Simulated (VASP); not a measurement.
# SiO2 (I-42d) in VASP: relaxation of cell and atoms with PBE

Aim: the relaxation of cell and atoms of SiO2 with PBE.

All numbers are computed with VASP 6.6.1; they aren't measurements. Logs are shortened: lines on timing, memory, paths and dates and some standing lists are left out, and cuts for length are marked.

### 1 The cell of the first run

Symmetry: I-42d, No. 122, tetragonal system. The conventional cell has a = 3.629 Å, b = 3.629 Å, c = 7.680 Å, α = 90.00°, β = 90.00°, γ = 90.00°. Si (site symmetry -4) has 4 O at 1.57 Å within 2.1 Å. Within 2.1 Å of O (site symmetry 2) lie 2 Si at 1.57 Å.

### 2 Relaxation of cell and atoms, PBE, target pressure 60 GPa, at which the enthalpy is minimised

Input file INCAR:

```
SYSTEM = SiO2
PREC = Accurate ; ENCUT = 600
EDIFF = 1E-7 ; ISMEAR = 0
SIGMA = 0.02 ; LREAL = .FALSE.
LASPH = .TRUE. ; NELM = 80
ALGO = Normal ; ISIF = 3
LWAVE = .FALSE. ; LCHARG = .FALSE.
GGA = PE ; IBRION = 2
NSW = 70 ; EDIFFG = -0.008
PSTRESS = 600.0
```

Input file KPOINTS:

```
Automatic mesh
0
G
  10 10 10
  0 0 0
```

Input file POSCAR:

```
SiO2
1.0
   -1.8147089319      1.8147089319      3.8400467941
    1.8147089319     -1.8147089319      3.8400467941
    1.8147089319      1.8147089319     -3.8400467941
Si O
2 4
Direct
    0.0000000000      0.0000000000      0.0000000000
    0.7500000000      0.2500000000      0.5000000000
    0.3750000000      0.3585533907      0.4835533907
    1.1085533907      0.6250000000      0.9835533907
    0.6414466093      0.1250000000      0.0164466093
    0.8750000000     -0.1085533907      0.5164466093
```

Potentials or basis: VASP PAW PBE potentials, release 64 (Si, O).

The run is started by

```bash
$ cat potpaw_PBE.64/Si/POTCAR potpaw_PBE.64/O/POTCAR > POTCAR
$ mpirun -np 1 vasp_std > vasp.out
```

OUTCAR:

```text
SYSTEM = SiO2
   PREC = Accurate
   ENCUT = 600
   EDIFF = 1E-7
   ISMEAR = 0
   LREAL = .FALSE.
   LASPH = .TRUE.
   NELM = 80
   ISIF = 3
   GGA = PE
   IBRION = 2
   NSW = 70
   EDIFFG = -0.008
   PSTRESS = 600.0

 ion  position               nearest neighbor table
   1  0.000  0.000  0.000-   4 1.57   5 1.57   6 1.57   3 1.57   2 2.64   2 2.64   2 2.64   2 2.64

   2  0.750  0.250  0.500-   3 1.57   5 1.57   6 1.57   4 1.57   1 2.64   1 2.64   1 2.64   1 2.64

   3  0.375  0.359  0.484-   2 1.57   1 1.57
   4  0.109  0.625  0.984-   1 1.57   2 1.57
   5  0.641  0.125  0.016-   1 1.57   2 1.57
   6  0.875  0.891  0.516-   1 1.57   2 1.57

  LATTYP: Found a body centered tetragonal cell.
 ALAT       =     3.6294178638
 C/A-ratio  =     2.1160676110

  Lattice vectors:

 A1 = (  -1.8147089319,   1.8147089319,   3.8400467941)
 A2 = (   1.8147089319,  -1.8147089319,   3.8400467941)
 A3 = (   1.8147089319,   1.8147089319,  -3.8400467941)

Analysis of symmetry for initial positions (statically):
=====================================================================
 Subroutine PRICEL returns:
 Original cell was already a primitive cell.

 Routine SETGRP: Setting up the symmetry group for a
 body centered tetragonal supercell.

 Subroutine GETGRP returns: Found  8 space group operations
 (whereof  4 operations were pure point group operations)
 out of a pool of 16 trial point group operations.

The static configuration has the point symmetry S_4 .
 The point group associated with its full space group is D_2d.

Analysis of symmetry for dynamics (positions and initial velocities):
=====================================================================
 Subroutine PRICEL returns:
 Original cell was already a primitive cell.

 Routine SETGRP: Setting up the symmetry group for a
 body centered tetragonal supercell.

 Subroutine GETGRP returns: Found  8 space group operations
 (whereof  4 operations were pure point group operations)
 out of a pool of 16 trial point group operations.

The dynamic configuration has the point symmetry S_4 .
 The point group associated with its full space group is D_2d.

 Subroutine INISYM returns: Found  8 space group operations
 (whereof  4 operations are pure point group operations),
 and found     1 'primitive' translations

----------------------------------------------------------------------------------------

                                     Primitive cell

  volume of cell :      50.5837

  direct lattice vectors                    reciprocal lattice vectors
    -1.814708932  1.814708932  3.840046794     0.000000000  0.275526279  0.130206747
     1.814708932 -1.814708932  3.840046794     0.275526279  0.000000000  0.130206747
     1.814708932  1.814708932 -3.840046794     0.275526279  0.275526279  0.000000000

  length of vectors
     4.618689900  4.618689900  4.618689900     0.304743380  0.304743380  0.389653001

  position of ions in fractional coordinates (direct lattice)
     0.000000000  0.000000000  0.000000000
     0.750000000  0.250000000  0.500000000
     0.375000000  0.358553391  0.483553391
     0.108553391  0.625000000  0.983553391
     0.641446609  0.125000000  0.016446609
     0.875000000  0.891446609  0.516446609

  ion indices of the primitive-cell ions
   primitive index   ion index
                 1           1
                 2           2
                 3           3
                 4           4
                 5           5
                 6           6

----------------------------------------------------------------------------------------

 KPOINTS: Automatic mesh

Automatic generation of k-mesh.
 Grid dimensions read from file:
 generate k-points for:   10   10   10

 Generating k-lattice:

  Cartesian coordinates                     Fractional coordinates (reciprocal lattice)
     0.000000000  0.027552628  0.013020675     0.100000000  0.000000000 -0.000000000
     0.027552628  0.000000000  0.013020675     0.000000000  0.100000000 -0.000000000
     0.027552628  0.027552628  0.000000000     0.000000000  0.000000000  0.100000000

  Length of vectors
     0.030474338  0.030474338  0.038965300

  Shift w.r.t. Gamma in fractional coordinates (k-lattice)
     0.000000000  0.000000000  0.000000000

 Subroutine IBZKPT returns following result:
 ===========================================

 Found    102 irreducible k-points:

 Following reciprocal coordinates:
            Coordinates               Weight
  0.000000  0.000000  0.000000      1.000000
  0.100000  0.000000 -0.000000      8.000000
  0.200000  0.000000 -0.000000      8.000000
  0.300000  0.000000  0.000000      8.000000
  0.400000  0.000000  0.000000      8.000000
  0.500000  0.000000  0.000000      4.000000
[... 16 lines left out ...]
  0.300000  0.300000  0.000000      8.000000
  0.400000  0.300000  0.000000     16.000000
 [... further k-points ...]
   k-points           NKPTS =    102   k-points in BZ     NKDIM =    102   number of bands    NBANDS=     20
   number of dos      NEDOS =    301   number of ions     NIONS =      6
   total plane-waves  NPLWV =  64000
   dimension x,y,z NGX =    40 NGY =   40 NGZ =   40
   dimension x,y,z NGXF=    80 NGYF=   80 NGZF=   80
   ions per type =               2   4
   NGX,Y,Z   is equivalent  to a cutoff of  14.40, 14.40, 14.40 a.u.
   NGXF,Y,Z  is equivalent  to a cutoff of  28.80, 28.80, 28.80 a.u.
 SYSTEM =  SiO2
   PREC   = accura    normal or accurate (medium, high low for compatibility)
   ISTART =      0    job   : 0-new  1-cont  2-samecut
   ICHARG =      2    charge: 1-file 2-atom 10-const
   ISPIN  =      1    spin polarized calculation?
   LNONCOLLINEAR =      F non collinear calculations
   LSORBIT =      F    spin-orbit coupling
   LASPH  =      T    aspherical Exc in radial PAW
   ENCUT  =  600.0 eV  44.10 Ry    6.64 a.u.   9.22  9.22  9.22*2*pi/ulx,y,z
   NELM   =     80;   NELMIN=  2; NELMDL= -5     # of ELM steps
   EDIFF  = 0.1E-06   stopping-criterion for ELM
   LREAL  =      F    real-space projection
   EDIFFG = -.8E-02   stopping-criterion for IOM
   NSW    =     70    number of steps for IOM
   IBRION =      2    ionic relax: 0-MD 1-quasi-New 2-CG
   NFREE  =      1    steps in history (QN), initial steepest desc. (CG)
   ISIF   =      3    stress and relaxation
   ISYM   =      2    0-nonsym 1-usesym 2-fastsym
   POTIM  = 0.5000    time-step for ionic-motion
   TEBEG  =    0.0;   TEEND  =   0.0 temperature during run
   PSTRESS=  600.0 pullay stress
   NELECT =      32.0000    total number of electrons
   NUPDOWN=      -1.0000    fix difference up-down
   EMIN   =  10.00;   EMAX   =-10.00  energy-range for DOS
   EFERMI =   0.00;   METHOD = LEGACY
   ISMEAR =     0;   SIGMA  =   0.02  broadening in eV -4-tet -1-fermi 0-gaus
   EFERMI_NEDOS =   21; number of points for ismear=-14 and -15
   IALGO  =     38    algorithm
   IMIX   =      4    mixing-type and parameters
     AMIX     =   0.40;   BMIX     =  1.00
     AMIX_MAG =   1.60;   BMIX_MAG =  1.00
  volume/ion in A,a.u.               =       8.43        56.89
  Fermi-wavevector in a.u.,A,eV,Ry     =   1.405361  2.655748 26.872057  1.975041
  Thomas-Fermi vector in A             =   2.527830
   LORBIT       =      0    0 simple, 1 ext, 2 COOP (PROOUT), +10 PAW based schemes
   GGA     = PE    functional components
   LHFCALC =     F    Hartree Fock is set to
   AEXX    =    0.0000 exact exchange contribution
   IVDW    =     0    specifies the selected vdW correction
   LEPSILON=     F    determine dielectric tensor
   LRPA    =     F    only Hartree local field effects (RPA)
 conjugate gradient relaxation of ions
 non-spin polarized calculation
 Gauss-broadening in eV      SIGMA  =   0.02
  energy-cutoff  :      600.00
  volume of cell :       50.58
 maximum number of plane-waves:      1708
 NGX is ok and might be reduce to    40
   NGX = 19   NGY = 19   NGZ = 19

--------------------------------------- Ionic step        1  -------------------------------------------

 number of electron      32.0000000 magnetization

 Free energy of the ion-electron system (eV)
  ---------------------------------------------------
  ext. energy  EPLUGINS =         0.00000000
  ---------------------------------------------------
  free energy    TOTEN  =       -43.98284876 eV

  energy without entropy =      -43.98284876  energy(sigma->0) =      -43.98284876

------------------------ aborting loop because EDIFF is reached ----------------------------------------

  FORCE on cell =-STRESS in cart. coord.  units (eV):
  Direction    XX          YY          ZZ          XY          YZ          ZX
  --------------------------------------------------------------------------------------
  -------------------------------------------------------------------------------------
  Total       18.6031443     18.6031443     20.4826964      0.0000000      0.0000000      0.0000000
  in kB      589.2322062    589.2322062    648.7647559      0.0000000      0.0000000      0.0000000
  external PRESSURE =       9.0763894 kB  Pullay stress =     600.0000000 kB
[... 105 lines left out ...]
  FREE ENERGIE OF THE ION-ELECTRON SYSTEM (eV)
  ---------------------------------------------------
  free  energy   TOTEN  =       -44.2292109392 eV

  energy  without entropy=      -44.2292109392  energy(sigma->0) =      -44.22921094

  enthalpy is  TOTEN    =       -25.2049042458 eV   P V=       19.0243066934

[... ionic steps 4 to 14 ...]

--------------------------------------- Ionic step       15  -------------------------------------------

 number of electron      31.9999998 magnetization

------------------------ aborting loop because EDIFF is reached ----------------------------------------

  FORCE on cell =-STRESS in cart. coord.  units (eV):
  Direction    XX          YY          ZZ          XY          YZ          ZX
  --------------------------------------------------------------------------------------
  -------------------------------------------------------------------------------------
  Total       17.9362495     17.9362495     18.0373299      0.0000000      0.0000000      0.0000000
  in kB      599.6621208    599.6621208    603.0415404      0.0000000      0.0000000      0.0000000
  external PRESSURE =       0.7885940 kB  Pullay stress =     600.0000000 kB
[... 69 lines left out ...]
  enthalpy is  TOTEN    =       -25.3762098654 eV   P V=       17.9463916777

--------------------------------------- Ionic step       17  -------------------------------------------

 number of electron      31.9999998 magnetization

 Free energy of the ion-electron system (eV)
  ---------------------------------------------------
  ext. energy  EPLUGINS =         0.00000000
  ---------------------------------------------------
  free energy    TOTEN  =       -43.32273155 eV

  energy without entropy =      -43.32273155  energy(sigma->0) =      -43.32273155

 E-fermi :   6.5931     XC(G=0): -12.0180

 val. band max:        6.4815840763   @ k =  -0.4000   0.4000   0.0000
 cond. band min:      12.4172062706   @ k =   0.5000   0.5000   0.5000
 fundamental gap:      5.9356221943
 Fermi energy:         6.5930913301

 k-point     1 :       0.0000    0.0000    0.0000
  band No.  band energies     occupation
      1     -14.9930      2.00000
      2     -11.9817      2.00000
      3     -11.0397      2.00000
      4     -11.0397      2.00000
      5      -2.4638      2.00000
      6       0.6665      2.00000
[... 12 lines left out ...]
     19      14.6959      0.00000
[... 513 lines left out ...]
      4     -11.7519      2.00000
      5      -1.6693      2.00000
      6      -0.9207      2.00000
[... 12 lines left out ...]
     19      16.7353      0.00000
     20      17.7858      0.00000

 [... further k-points ...]
[... 5 lines left out ...]
  --------------------------------------------------------------------------------------
  -------------------------------------------------------------------------------------
  Total       17.9479911     17.9479911     17.9578677      0.0000000      0.0000000      0.0000000
  in kB      600.0501905    600.0501905    600.3803944      0.0000000      0.0000000      0.0000000
  external PRESSURE =       0.1602585 kB  Pullay stress =     600.0000000 kB
[... 21 lines left out ...]
  FREE ENERGIE OF THE ION-ELECTRON SYSTEM (eV)
  ---------------------------------------------------
  free  energy   TOTEN  =       -43.3227315483 eV

  energy  without entropy=      -43.3227315483  energy(sigma->0) =      -43.32273155

  enthalpy is  TOTEN    =       -25.3762417223 eV   P V=       17.9464898259

 reached required accuracy - stopping structural energy minimisation
```

It took 22 min on 1 thread of Intel Xeon Platinum 8259CL at 2.50GHz (Skylake/Cascade Lake), shared host; peak memory 0.3 GiB.

Results:

| Item | Value |
| --- | --- |
| Free energy | -43.3227 eV |
| Relaxed volume | 7.99 Å³/atom |
| Relaxed cell | a = 4.650 Å, b = 4.650 Å, c = 4.650 Å, α = 135.98°, β = 135.98°, γ = 64.02° |
| Space group after relaxing (to 0.1 Å) | I-42d (No. 122) |
| Energy change on relaxing (the run minimises the enthalpy) | +110.0 meV/atom |
| Ionic steps | 17 |
| Pressure after relaxing | 60.0 GPa |
| Band gap on the k mesh | 5.94 eV (least direct gap 6.29 eV) |

Step by step:
```
step  energy change (eV)  largest force (eV/Å)  pressure (GPa)  volume (Å³)
   1              0.0000                1.6343           60.91        50.58
   2             -0.2370                0.8772           38.55        50.93
   3             -0.2464                0.0427           46.30        50.80
   4              0.6515                0.1670           59.80        48.04
   5              0.6482                0.1661           59.75        48.05
   6              0.6635                0.0080           61.13        47.97
   7              0.7078                0.3034           63.51        47.82
   8              0.6290                0.2050           61.20        48.02
   9              0.5679                0.1250           59.33        48.17
  10              0.5713                0.1295           59.43        48.17
  11              0.5866                0.0979           59.48        48.12
  12              0.6336                0.0030           59.63        47.99
  13              0.6443                0.0186           59.66        47.96
  14              0.6639                0.0053           60.17        47.91
  15              0.6603                0.0009           60.08        47.92
  16              0.6602                0.0010           60.06        47.92
  17              0.6601                0.0016           60.02        47.92
```

Final structure:
```cif
data_structure
_symmetry_space_group_name_H-M 'P 1'
_symmetry_Int_Tables_number 1
_cell_length_a 4.6505
_cell_length_b 4.6505
_cell_length_c 4.6505
_cell_angle_alpha 135.975
_cell_angle_beta 135.975
_cell_angle_gamma 64.018
_cell_volume 47.92
loop_
_atom_site_label
_atom_site_type_symbol
_atom_site_fract_x
_atom_site_fract_y
_atom_site_fract_z
_atom_site_occupancy
Si1 Si 0.00000 0.00000 0.00000 1
Si2 Si 0.75000 0.25000 0.50000 1
O1 O 0.37500 0.38217 0.50717 1
O2 O 0.13217 0.62500 0.00717 1
O3 O 0.61783 0.12500 0.99283 1
O4 O 0.87500 0.86783 0.49283 1
```

Levels at points of the mesh, in eV from the valence-band top:
| k point | band 13 | band 14 | band 15 | band 16 | band 17 | band 18 | band 19 | band 20 |
| --- | --- | --- | --- | --- | --- | --- | --- | --- |
| (0.00, 0.00, 0.00) | -1.07 | -1.01 | -0.44 | -0.44 | 6.69 | 6.74 | 8.21 | 8.21 |
| (0.50, 0.00, 0.00) | -1.91 | -1.71 | -1.47 | -0.71 | 9.18 | 9.63 | 9.74 | 10.25 |
| (0.50, 0.50, 0.00) | -0.32 | -0.32 | -0.04 | -0.04 | 9.95 | 9.95 | 11.53 | 11.53 |
| (0.50, 0.50, 0.50) | -1.21 | -1.21 | -0.36 | -0.36 | 5.94 | 5.94 | 8.94 | 8.94 |

Caveat: the cell is relaxed towards a set pressure, so the run minimises the enthalpy, not the energy. A k mesh can miss the band edges.
